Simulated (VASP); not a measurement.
# Mg8HO8 (a cell with a defect) in VASP: notebook, part 2 of 2

VASP 6.6.1.

## (3) Single point, PBE

Contents of INCAR:

```
SYSTEM = Mg8HO8
PREC     = Accurate       ! precision mode
ENCUT    = 520            ! plane-wave cutoff, eV
EDIFF    = 1E-6           ! SCF threshold, eV
ISMEAR   = -1             ! smearing method
SIGMA    = 0.05           ! smearing width, eV
LREAL    = Auto         
LASPH    = .True.         ! aspherical terms in the spheres
NELM     = 80             ! most SCF steps
ALGO     = Normal         ! electronic algorithm
ISIF     = 2              ! what is computed and relaxed
LWAVE    = .False.        ! write WAVECAR
LCHARG   = .False.        ! write CHGCAR
GGA      = PE             ! functional
NBANDS   = 46             ! bands
NELECT   = 64.0
```

Contents of KPOINTS:

```
Automatic mesh
0
Gamma
  2 2 2
  0 0 0
```

Contents of POSCAR:

```
Mg8HO8
1.0
    0.0000000000      3.9770000000      3.9770000000
    3.9770000000      0.0000000000      3.9770000000
    3.9770000000      3.9770000000      0.0000000000
Mg O H
8 8 1
Direct
    0.0074993714     -0.0065632386     -0.0004536082
    0.0037066885     -0.0012120945      0.4987667840
    0.0075082977      0.4995724164     -0.0004489565
    0.0075031431      0.4995697762      0.4934075937
    0.5132910485     -0.0173254966      0.0213984159
    0.5132944430     -0.0173067639      0.4826766407
    0.5045740508      0.4984971084     -0.0015225044
    0.5132882826      0.5214441790      0.4826448328
    0.2563226050      0.2462396279      0.2487362333
    0.2669048278      0.2443873523      0.7443672366
    0.2563169474      0.7487562233      0.2487303244
    0.2563203420      0.7487596178      0.7462210209
    0.7523912497      0.2482411365      0.2511926075
    0.7523771687      0.2482345989      0.7482064370
    0.7687709329      0.7437787277      0.2437467941
    0.7524014332      0.7512012824      0.7482176264
    0.4814905708      1.1729248177      0.6728466181
```

Potentials or basis: VASP PAW PBE potentials, release 64 (Mg, O, H).

The run is started by

```bash
> cat potpaw_PBE.64/Mg/POTCAR potpaw_PBE.64/O/POTCAR potpaw_PBE.64/H/POTCAR > POTCAR
> mpirun -np 1 vasp_std > vasp.out
```

OUTCAR:

```text
SYSTEM = Mg8HO8
   PREC = Accurate
   ENCUT = 520
   EDIFF = 1E-6
   ISMEAR = -1
   LREAL = Auto
   LASPH = .True.
   NELM = 80
   ISIF = 2
   GGA = PE
   NELECT = 64.0

 ion  position               nearest neighbor table
   1  0.007  0.993  1.000-  15 1.94  11 1.98  12 1.98  13 2.01  14 2.01  10 2.03   5 2.75   6 2.75
                             3 2.78   4 2.78   7 2.79   2 2.81   2 2.81   7 2.83   4 2.85   3 2.85
   2  0.004  0.999  0.499-  14 1.98  13 1.98  16 1.98   9 1.99  12 1.99  11 1.99   8 2.78   5 2.78
                             6 2.78   4 2.81   1 2.81   3 2.81   3 2.81   1 2.81   4 2.81   6 2.85
   3  0.008  0.500  1.000-  15 1.94  12 1.98   9 1.98  16 2.01  13 2.01  10 2.03   8 2.75   5 2.75
                             4 2.78   1 2.78   7 2.79   2 2.81   2 2.81   7 2.83   1 2.85   4 2.85
   4  0.008  0.500  0.493-  15 1.94  11 1.98   9 1.98  16 2.01  14 2.01  10 2.03   8 2.75   6 2.75
                             3 2.78   1 2.78   7 2.79   2 2.81   2 2.81   7 2.83   1 2.85   3 2.85
   5  0.513  0.983  0.021-  17 1.76  15 1.90  11 1.96   9 1.96  14 2.01  16 2.01  10 2.08   8 2.59
                             6 2.59   3 2.75   1 2.75   2 2.78   7 2.82   7 2.82   2 2.85   1 2.88
   6  0.513  0.983  0.483-  17 1.76  15 1.90  12 1.96   9 1.96  13 2.01  16 2.01  10 2.08   8 2.59
                             5 2.59   4 2.75   1 2.75   2 2.78   7 2.82   7 2.82   2 2.85   1 2.88
   7  0.505  0.498  0.998-   9 1.99  12 1.99  11 1.99  16 1.99  13 1.99  14 1.99   3 2.79   4 2.79
                             1 2.79   5 2.82   6 2.82   8 2.82   6 2.82   8 2.82   5 2.82   1 2.83
   8  0.513  0.521  0.483-  17 1.76  15 1.90  11 1.96  12 1.96  14 2.01  13 2.01  10 2.08   5 2.59
                             6 2.59   3 2.75   4 2.75   2 2.78   7 2.82   7 2.82   2 2.85   4 2.88
   9  0.256  0.246  0.249-   5 1.96   6 1.96   3 1.98   4 1.98   2 1.99   7 1.99
  10  0.267  0.244  0.744-  17 0.99   1 2.03   4 2.03   3 2.03   6 2.08   5 2.08   8 2.08
  11  0.256  0.749  0.249-   8 1.96   5 1.96   4 1.98   1 1.98   2 1.99   7 1.99
  12  0.256  0.749  0.746-   8 1.96   6 1.96   3 1.98   1 1.98   2 1.99   7 1.99
  13  0.752  0.248  0.251-   2 1.98   7 1.99   6 2.01   8 2.01   3 2.01   1 2.01
  14  0.752  0.248  0.748-   2 1.98   7 1.99   5 2.01   8 2.01   4 2.01   1 2.01
  15  0.769  0.744  0.244-   8 1.90   5 1.90   6 1.90   1 1.94   4 1.94   3 1.94
  16  0.752  0.751  0.748-   2 1.98   7 1.99   6 2.01   5 2.01   3 2.01   4 2.01
  17  0.481  0.173  0.673-  10 0.99   8 1.76   5 1.76   6 1.76

  LATTYP: Found a face centered cubic cell.
 ALAT       =     7.9540000000

  Lattice vectors:

 A1 = (   0.0000000000,   3.9770000000,   3.9770000000)
 A2 = (   3.9770000000,   0.0000000000,   3.9770000000)
 A3 = (   3.9770000000,   3.9770000000,   0.0000000000)

Analysis of symmetry for initial positions (statically):
=====================================================================
 Subroutine PRICEL returns:
 Original cell was already a primitive cell.

 Routine SETGRP: Setting up the symmetry group for a
 face centered cubic supercell.

 Subroutine GETGRP returns: Found  1 space group operations
 (whereof  1 operations were pure point group operations)
 out of a pool of 48 trial point group operations.

The static configuration has the point symmetry C_1 .

Analysis of symmetry for dynamics (positions and initial velocities):
=====================================================================
 Subroutine PRICEL returns:
 Original cell was already a primitive cell.

 Routine SETGRP: Setting up the symmetry group for a
 face centered cubic supercell.

 Subroutine GETGRP returns: Found  1 space group operations
 (whereof  1 operations were pure point group operations)
 out of a pool of 48 trial point group operations.
[... 99 lines left out ...]
   dimension x,y,z NGX =    42 NGY =   42 NGZ =   42
   dimension x,y,z NGXF=    84 NGYF=   84 NGZF=   84
   ions per type =               8   8   1
   NGX,Y,Z   is equivalent  to a cutoff of  12.41, 12.41, 12.41 a.u.
   NGXF,Y,Z  is equivalent  to a cutoff of  24.83, 24.83, 24.83 a.u.
 SYSTEM =  Mg8HO8
   PREC   = accura    normal or accurate (medium, high low for compatibility)
   ISTART =      0    job   : 0-new  1-cont  2-samecut
   ICHARG =      2    charge: 1-file 2-atom 10-const
   ISPIN  =      1    spin polarized calculation?
   LNONCOLLINEAR =      F non collinear calculations
   LSORBIT =      F    spin-orbit coupling
   LASPH  =      T    aspherical Exc in radial PAW
   ENCUT  =  520.0 eV  38.22 Ry    6.18 a.u.  10.46 10.46 10.46*2*pi/ulx,y,z
   NELM   =     80;   NELMIN=  2; NELMDL= -5     # of ELM steps
   EDIFF  = 0.1E-05   stopping-criterion for ELM
   LREAL  =      T    real-space projection
   EDIFFG = 0.1E-04   stopping-criterion for IOM
   NSW    =      0    number of steps for IOM
   IBRION =     -1    ionic relax: 0-MD 1-quasi-New 2-CG
   NFREE  =      0    steps in history (QN), initial steepest desc. (CG)
   ISIF   =      2    stress and relaxation
   ISYM   =      2    0-nonsym 1-usesym 2-fastsym
   POTIM  = 0.5000    time-step for ionic-motion
   TEBEG  =    0.0;   TEEND  =   0.0 temperature during run
   PSTRESS=    0.0 pullay stress
   NELECT =      64.0000    total number of electrons
   NUPDOWN=      -1.0000    fix difference up-down
   EMIN   =  10.00;   EMAX   =-10.00  energy-range for DOS
   EFERMI =   0.00;   METHOD = LEGACY
   ISMEAR =    -1;   SIGMA  =   0.05  broadening in eV -4-tet -1-fermi 0-gaus
   EFERMI_NEDOS =   21; number of points for ismear=-14 and -15
   IALGO  =     38    algorithm
   IMIX   =      4    mixing-type and parameters
     AMIX     =   0.40;   BMIX     =  1.00
     AMIX_MAG =   1.60;   BMIX_MAG =  1.00
  volume/ion in A,a.u.               =       7.40        49.94
  Fermi-wavevector in a.u.,A,eV,Ry     =   1.306881  2.469646 23.237891  1.707937
  Thomas-Fermi vector in A             =   2.437653
   LORBIT       =      0    0 simple, 1 ext, 2 COOP (PROOUT), +10 PAW based schemes
   GGA     = PE    functional components
   LHFCALC =     F    Hartree Fock is set to
   AEXX    =    0.0000 exact exchange contribution
   IVDW    =     0    specifies the selected vdW correction
   LEPSILON=     F    determine dielectric tensor
   LRPA    =     F    only Hartree local field effects (RPA)
 non-spin polarized calculation
  energy-cutoff  :      520.00
  volume of cell :      125.80
 maximum number of plane-waves:      3383
 NGX is ok and might be reduce to    42
   NGX = 21   NGY = 21   NGZ = 21

 number of electron      64.0000001 magnetization

 Free energy of the ion-electron system (eV)
  ---------------------------------------------------
  ext. energy  EPLUGINS =         0.00000000
  ---------------------------------------------------
  free energy    TOTEN  =       -99.56807917 eV

  energy without entropy =      -99.56807917  energy(sigma->0) =      -99.56807917

 E-fermi :   5.9932     XC(G=0): -11.9052

 val. band max:        4.7504866518   @ k =   0.0000   0.0000   0.0000
 cond. band min:      10.2037790967   @ k =   0.0000   0.0000   0.0000
 fundamental gap:      5.4532924449
 Fermi energy:         5.9931610718

 k-point     1 :       0.0000    0.0000    0.0000
  band No.  band energies     occupation
      1     -15.9035      2.00000
      2     -13.0137      2.00000
      3     -11.7290      2.00000
      4     -11.5316      2.00000
      5     -11.5100      2.00000
      6     -11.5098      2.00000
[... 365 lines left out ...]
     43      17.3760      0.00000
     44      17.4148      0.00000
 [bands above 44 left out]

------------------------ aborting loop because EDIFF is reached ----------------------------------------

  FORCE on cell =-STRESS in cart. coord.  units (eV):
  Direction    XX          YY          ZZ          XY          YZ          ZX
  --------------------------------------------------------------------------------------
  -------------------------------------------------------------------------------------
  Total       31.1982391     31.2017417     31.2044059      2.1430707     -2.1479011      2.1449511
  in kB      397.3231738    397.3677807    397.4017108     27.2929393    -27.3544571     27.3168874
  external PRESSURE =     397.3642218 kB  Pullay stress =       0.0000000 kB

 VOLUME and BASIS-vectors are now :
 -----------------------------------------------------------------------------
  energy-cutoff  :      520.00
  volume of cell :      125.80
      direct lattice vectors                 reciprocal lattice vectors
     0.000000000  3.977000000  3.977000000    -0.125722907  0.125722907  0.125722907
     3.977000000  0.000000000  3.977000000     0.125722907 -0.125722907  0.125722907
     3.977000000  3.977000000  0.000000000     0.125722907  0.125722907 -0.125722907

 POSITION                                       TOTAL-FORCE (eV/Angst)
 -----------------------------------------------------------------------------------
      7.92609      4.00502      3.98072        -0.007846      0.007822     -0.023336
      5.95578      1.99834      3.98692        -0.000546      0.000899      0.001201
      5.96201      4.00507      2.01666         0.023446      0.007707      0.007603
      3.94907      1.99212      2.01663        -0.007783     -0.023377      0.007727
      3.99320      2.12646      5.94945         0.013002      0.036599     -0.012849
      5.82778      3.96098      5.94954        -0.036968     -0.013195     -0.013147
[... 9 lines left out ...]
      5.96319      5.96796      5.97983         0.002997     -0.002867     -0.014871
      3.36363      4.59080      2.60261        -0.058318      0.057585      0.056966
 -----------------------------------------------------------------------------------
    total drift:                                0.003227     -0.004017     -0.003370

  FREE ENERGIE OF THE ION-ELECTRON SYSTEM (eV)
  ---------------------------------------------------
  free  energy   TOTEN  =       -99.5680791668 eV

  energy  without entropy=      -99.5680791668  energy(sigma->0) =      -99.56807917
```

Wall time 1.8 min (1 thread of Intel Xeon Platinum 8375C at 2.90GHz (Ice Lake), shared host); peak memory 0.27 GiB.

Results:

```yaml
Free_energy: -99.5681 eV
Largest_force: 0.100 eV/Å
```

Forces on the atoms (eV/Å):
```
Mg  -0.008  0.008 -0.023
Mg  -0.001  0.001  0.001
Mg   0.023  0.008  0.008
Mg  -0.008 -0.023  0.008
Mg   0.013  0.037 -0.013
Mg  -0.037 -0.013 -0.013
Mg   0.006 -0.006 -0.006
Mg   0.013 -0.013  0.036
O   -0.002  0.002  0.000
O    0.055 -0.054 -0.054
O    0.000  0.001  0.002
O   -0.001  0.000  0.002
O    0.003 -0.015 -0.003
O    0.015 -0.003 -0.003
O   -0.017  0.016  0.016
O    0.003 -0.003 -0.015
H   -0.058  0.058  0.057
```

Levels at points of the mesh, in eV from the Fermi level:
```csv
k point,band 28,band 29,band 30,band 31,band 32,band 33,band 34,band 35,band 36,band 37
"(0.00, 0.00, 0.00)",-1.85,-1.85,-1.29,-1.24,-1.24,4.21,6.16,7.65,7.85,7.91
"(0.50, 0.00, 0.00)",-2.26,-1.71,-1.71,-1.62,-1.62,6.51,7.44,8.16,9.29,9.59
"(0.00, 0.50, 0.00)",-2.35,-1.73,-1.71,-1.61,-1.59,5.56,7.66,8.29,9.34,9.41
"(0.00, 0.00, 0.50)",-2.35,-1.73,-1.71,-1.61,-1.59,5.56,7.66,8.29,9.34,9.41
"(0.50, 0.50, 0.50)",-2.35,-1.73,-1.71,-1.61,-1.59,5.56,7.66,8.29,9.34,9.41
"(0.50, 0.50, 0.00)",-2.17,-1.95,-1.93,-1.91,-1.84,6.51,8.56,9.11,9.57,9.82
"(0.00, 0.50, 0.50)",-2.17,-1.95,-1.93,-1.91,-1.84,6.51,8.56,9.11,9.57,9.82
"(0.50, 0.00, 0.50)",-2.17,-1.95,-1.93,-1.91,-1.84,6.51,8.56,9.11,9.57,9.82
```

Caveat: the k points lie up to 0.68 Å⁻¹ apart; the cell carries a net charge on a neutralising background, which shifts energy and pressure; the cell is charged against a uniform background, so pressure and absolute levels hang on convention.
